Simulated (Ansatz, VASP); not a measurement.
C: VASP beside Ansatz

The input POSCAR:

```
C
1.0
    0.0000000000      2.1270000000      3.3480000000
    1.2280000000      0.0000000000      3.3480000000
    1.2280000000      2.1270000000      0.0000000000
C
2
Direct
    0.1583736241      0.7520206411      0.0752334025
    0.8333300000      0.1666700000      0.8333300000
```

INCAR.step1

```
SYSTEM = C
ALGO = Normal
EDIFF = 1E-4
ENCUT = 520
GGA = PE
ISMEAR = 0
LASPH = .TRUE.
LCHARG = .FALSE.
LREAL = .FALSE.
LWAVE = .TRUE.
NBANDS = 11
NELM = 100
PREC = Accurate
SIGMA = 0.05
```

Contents of INCAR.step2:

```
SYSTEM = C
ALGO = Normal
EDIFF = 1E-6
ENCUT = 520
ISIF = 2
ISMEAR = 0
ISTART = 1
LASPH = .TRUE.
LCHARG = .FALSE.
LMIXTAU = .TRUE.
LREAL = .FALSE.
LWAVE = .FALSE.
METAGGA = R2SCAN
NBANDS = 11
NELM = 100
PREC = Accurate
SIGMA = 0.05
```

File KPOINTS:

```
k-points
0
G
  14 14 14
  0 0 0
```

Input for Ansatz:

```yaml
crystal:
  lattice:
    - [0.0, 2.127, 3.348]
    - [1.228, 0.0, 3.348]
    - [1.228, 2.127, 0.0]
  atoms:
    - { symbol: C, position: [0.1583736241, 0.7520206411, 0.0752334025] }
    - { symbol: C, position: [0.83333, 0.16667, 0.83333] }
basis:
  ecutwfc: 500
kpoints:
  mp_grid: { grid: [14, 14, 14] }
hamiltonian:
  xc: r2scan
scf:
  occupations: { method: gaussian, width: 0.05 }
output:
  forces: true
  stress: true
  eigenvalues: true
```

Alike in both runs: task single point; functional r2SCAN; k mesh 14 × 14 × 14; occupations gaussian, width 0.05 eV; no spin polarisation.

|  | VASP | Ansatz |
| --- | --- | --- |
| version | VASP 6.6.1 | Ansatz 0.2.0 |
| potentials or method | VASP PAW PBE potentials, release 64 (C), cutoff 520 eV | scalar-relativistic, plane waves, PAW |
| valence electrons in the cell | 8 | 8 |

```tsv
	VASP	Ansatz	Ansatz less VASP
gap on the k mesh at the Fermi level (eV)	none	none	-
pressure (GPa)	21.4	20.9	-0.53
traceless stress, the component that is largest in VASP (GPa)	33.93	33.14	-0.790
rms of the force components (eV/Å)	5.435	5.416	-0.0193
```

VASP's potentials were made for PBE, not for r2SCAN. Atom by atom the forces differ by 0.044 eV/Å (rms over components). A gap of «none» marks a metal or a gap that the smearing closes. With one functional, cell and mesh, what is left measures potentials, basis and numerics.
